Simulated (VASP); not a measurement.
# Ge (P6_3/mmc) in VASP: relaxation of shape and atoms at fixed volume with PBE

Aim: the relaxation of shape and atoms at fixed volume of Ge with PBE.

Program: VASP 6.6.1. These are calculated values, not measurements. Logs are shortened: lines on timing, memory, paths and dates and some standing lists are left out, and cuts for length are marked.

**1. The cell of the first run**

It takes space group P6_3/mmc (No. 194, hexagonal). Conventional cell: a = 4.138 Å, b = 4.138 Å, c = 6.824 Å, α = 90.00°, β = 90.00°, γ = 120.00°. Within 3.3 Å of Ge (site symmetry 3m) lie 4 Ge at 2.54 to 2.55 Å.

This isn't the form of Ge at room conditions, which is diamond.

**2. Relaxation of shape and atoms at fixed volume, PBE (25.29 Å³/atom)**

INCAR reads:

```
SYSTEM = Ge
ALGO = Normal
EDIFF = 1E-7
EDIFFG = -0.01
ENCUT = 600
GGA = PE
IBRION = 2
ISIF = 4
ISMEAR = 0
LASPH = .True.
LCHARG = .False.
LREAL = .False.
LWAVE = .False.
NELM = 100
NSW = 50
PREC = Accurate
SIGMA = 0.1
```

KPOINTS reads:

```
k-points
0
Gamma
  12 12 6
  0 0 0
```

POSCAR reads:

```
Ge
1.0
    4.1377486138      0.0000000000      0.0000000000
   -2.0688743069      3.5833954141      0.0000000000
    0.0000000000      0.0000000000      6.8237875622
Ge
4
Direct
    0.6666666667      0.3333333333      0.0627911808
    0.3333333333      0.6666666667      0.5627911808
    0.6666666667      0.3333333333      0.4372088192
    0.3333333333      0.6666666667      0.9372088192
```

Potentials or basis: VASP PAW PBE potentials, release 64 (Ge_d).

Launch:

```bash
cat potpaw_PBE.64/Ge_d/POTCAR > POTCAR
mpirun -np 1 vasp_std > vasp.out
```

OUTCAR:

```text
SYSTEM = Ge
   EDIFF = 1E-7
   EDIFFG = -0.01
   ENCUT = 600
   GGA = PE
   IBRION = 2
   ISIF = 4
   ISMEAR = 0
   LASPH = .True.
   LREAL = .False.
   NELM = 100
   NSW = 50
   PREC = Accurate

 ion  position               nearest neighbor table
   1  0.667  0.333  0.063-   4 2.54   4 2.54   4 2.54   3 2.55
   2  0.333  0.667  0.563-   3 2.54   3 2.54   3 2.54   4 2.55
   3  0.667  0.333  0.437-   2 2.54   2 2.54   2 2.54   1 2.55
   4  0.333  0.667  0.937-   1 2.54   1 2.54   1 2.54   2 2.55

  LATTYP: Found a hexagonal cell.
 ALAT       =     4.1377486138
 C/A-ratio  =     1.6491546972

  Lattice vectors:

 A1 = (   4.1377486138,   0.0000000000,   0.0000000000)
 A2 = (  -2.0688743069,   3.5833954141,   0.0000000000)
 A3 = (   0.0000000000,   0.0000000000,   6.8237875622)

Analysis of symmetry for initial positions (statically):
=====================================================================
 Subroutine PRICEL returns:
 Original cell was already a primitive cell.

 Routine SETGRP: Setting up the symmetry group for a
 hexagonal supercell.

 Subroutine GETGRP returns: Found 24 space group operations
 (whereof 12 operations were pure point group operations)
 out of a pool of 24 trial point group operations.

The static configuration has the point symmetry D_3d.
 The point group associated with its full space group is D_6h.

Analysis of symmetry for dynamics (positions and initial velocities):
=====================================================================
 Subroutine PRICEL returns:
 Original cell was already a primitive cell.

 Routine SETGRP: Setting up the symmetry group for a
 hexagonal supercell.

 Subroutine GETGRP returns: Found 24 space group operations
 (whereof 12 operations were pure point group operations)
 out of a pool of 24 trial point group operations.

The dynamic configuration has the point symmetry D_3d.
[... 161 lines left out ...]
  -------------------------------------------------------------------------------------
  Total       -1.9057072     -1.9057072     -1.9103461      0.0000000     -0.0000000      0.0000000
  in kB      -30.1774424    -30.1774424    -30.2509006      0.0000000     -0.0000000      0.0000000
  external PRESSURE =     -30.2019285 kB  Pullay stress =       0.0000000 kB

 VOLUME and BASIS-vectors are now :
 -----------------------------------------------------------------------------
  energy-cutoff  :      600.00
  volume of cell :      101.18
      direct lattice vectors                 reciprocal lattice vectors
     4.137748614  0.000000000  0.000000000     0.241677321  0.139532466  0.000000000
    -2.068874307  3.583395414  0.000000000     0.000000000  0.279064933  0.000000000
     0.000000000  0.000000000  6.823787562     0.000000000  0.000000000  0.146546180

 POSITION                                       TOTAL-FORCE (eV/Angst)
 -----------------------------------------------------------------------------------
      2.06887      1.19447      0.42847        -0.000000      0.000000     -0.019004
     -0.00000      2.38893      3.84037         0.000000      0.000000     -0.019004
      2.06887      1.19447      2.98342        -0.000000      0.000000      0.019004
     -0.00000      2.38893      6.39531         0.000000     -0.000000      0.019004
 -----------------------------------------------------------------------------------
    total drift:                               -0.000000      0.000000     -0.000000

  FREE ENERGIE OF THE ION-ELECTRON SYSTEM (eV)
  ---------------------------------------------------
  free  energy   TOTEN  =       -17.9461783580 eV

  energy  without entropy=      -17.9453999083  energy(sigma->0) =      -17.94578913

--------------------------------------- Ionic step        2  -------------------------------------------

 number of electron      55.9999999 magnetization

 Free energy of the ion-electron system (eV)
  ---------------------------------------------------
  ext. energy  EPLUGINS =         0.00000000
  ---------------------------------------------------
  free energy    TOTEN  =       -17.94621861 eV

  energy without entropy =      -17.94543392  energy(sigma->0) =      -17.94582627

 E-fermi :   4.0032     XC(G=0):  -9.4035

 val. band max:        3.9684062472   @ k =   0.0833   0.0000   0.0000
 cond. band min:       4.0125483309   @ k =   0.0000   0.0000   0.3333
 fundamental gap:      0.0441420837
 Fermi energy:         4.0031595189

 k-point     1 :       0.0000    0.0000    0.0000
  band No.  band energies     occupation
      1     -20.7442      2.00000
      2     -20.7442      2.00000
      3     -20.7159      2.00000
      4     -20.7159      2.00000
      5     -20.7151      2.00000
      6     -20.7034      2.00000
[... 853 lines left out ...]
     32       7.8743      0.00000
     33       8.4036      0.00000

 [... further k-points ...]

------------------------ aborting loop because EDIFF is reached ----------------------------------------

  FORCE on cell =-STRESS in cart. coord.  units (eV):
  Direction    XX          YY          ZZ          XY          YZ          ZX
  --------------------------------------------------------------------------------------
  -------------------------------------------------------------------------------------
  Total       -1.8958036     -1.8958036     -1.9298572      0.0000000      0.0000000      0.0000000
  in kB      -30.0206159    -30.0206159    -30.5598647      0.0000000      0.0000000      0.0000000
  external PRESSURE =     -30.2003655 kB  Pullay stress =       0.0000000 kB

 VOLUME and BASIS-vectors are now :
 -----------------------------------------------------------------------------
  energy-cutoff  :      600.00
  volume of cell :      101.18
      direct lattice vectors                 reciprocal lattice vectors
     4.137825782  0.000000000  0.000000000     0.241672814  0.139529864 -0.000000000
    -2.068912891  3.583462243  0.000000000     0.000000000  0.279059728  0.000000000
     0.000000000 -0.000000000  6.823533046     0.000000000 -0.000000000  0.146551646

 POSITION                                       TOTAL-FORCE (eV/Angst)
 -----------------------------------------------------------------------------------
      2.06891      1.19449      0.42754        -0.000000      0.000000     -0.002407
     -0.00000      2.38897      3.83931        -0.000000      0.000000     -0.002407
      2.06891      1.19449      2.98423         0.000000     -0.000000      0.002407
     -0.00000      2.38897      6.39599         0.000000     -0.000000      0.002407
 -----------------------------------------------------------------------------------
    total drift:                               -0.000000      0.000000     -0.000000

  FREE ENERGIE OF THE ION-ELECTRON SYSTEM (eV)
  ---------------------------------------------------
  free  energy   TOTEN  =       -17.9462186072 eV

  energy  without entropy=      -17.9454339247  energy(sigma->0) =      -17.94582627

 reached required accuracy - stopping structural energy minimisation
```

OSZICAR:

```text
N       E                     dE             d eps       ncg     rms          rms(c)
DAV:   1     0.516313051000E+03    0.51631E+03   -0.31453E+04  5632   0.486E+03
DAV:   2     0.716612637790E+02   -0.44465E+03   -0.43776E+03  5016   0.896E+02
DAV:   3    -0.133287136505E+02   -0.84990E+02   -0.84026E+02  5852   0.227E+02
[... 12 lines left out ...]
       N       E                     dE             d eps       ncg     rms          rms(c)
DAV:   1    -0.179461981283E+02   -0.19758E-04   -0.14947E-02  5899   0.851E-01    0.101E-02
DAV:   2    -0.179462184916E+02   -0.20363E-04   -0.22395E-04  6773   0.134E-01    0.507E-03
DAV:   3    -0.179462185850E+02   -0.93401E-07   -0.40672E-06  6671   0.160E-02    0.234E-03
DAV:   4    -0.179462186072E+02   -0.22203E-07   -0.33223E-07  4203   0.404E-03
   2 F= -.17946219E+02 E0= -.17945826E+02  d E =-.402492E-04
```

CONTCAR:

```text
Ge
   1.00000000000000
     4.1378257815557440    0.0000000000000000    0.0000000000000000
    -2.0689128907778720    3.5834622433333649    0.0000000000000000
     0.0000000000000000   -0.0000000000000000    6.8235330461928729
  Ge
     4
Direct
     0.6666666667000030    0.3333333332999970    0.0626568277413766
     0.3333333332999970    0.6666666667000030    0.5626568277413766
     0.6666666667000030    0.3333333332999970    0.4373431722586234
     0.3333333332999970    0.6666666667000030    0.9373431722586234

  0.00000000E+00  0.00000000E+00  0.00000000E+00
  0.00000000E+00  0.00000000E+00  0.00000000E+00
  0.00000000E+00  0.00000000E+00  0.00000000E+00
  0.00000000E+00  0.00000000E+00  0.00000000E+00
```

Run time: 2.7 min. Hardware: 1 thread of Intel Xeon 6975P-C (Granite Rapids), shared host; peak memory 0.4 GiB.

Results:

```yaml
Free_energy: -17.9462 eV
Energy_gained_by_relaxing: 0.0 meV/atom
Ionic_steps: 2
Pressure_after_relaxing: -3.0 GPa
Band_gap_on_the_k_mesh: zero (bands 28 and 29 overlap by 0.01 eV)
```

Forces on the atoms (eV/Å):
```
Ge   0.000  0.000 -0.002
Ge   0.000  0.000 -0.002
Ge   0.000  0.000  0.002
Ge   0.000  0.000  0.002
```

Final structure:
```
Ge
1.0
     4.13783    0.00000    0.00000
    -2.06891    3.58346    0.00000
     0.00000    0.00000    6.82353
Ge
4
Direct
  0.66667 0.33333 0.06266
  0.33333 0.66667 0.56266
  0.66667 0.33333 0.43734
  0.33333 0.66667 0.93734
```

Caveat: semilocal functionals underestimate gaps, and a narrow one can read as zero.

The gap in the log of VASP goes by the Fermi energy; the results here count the filled bands.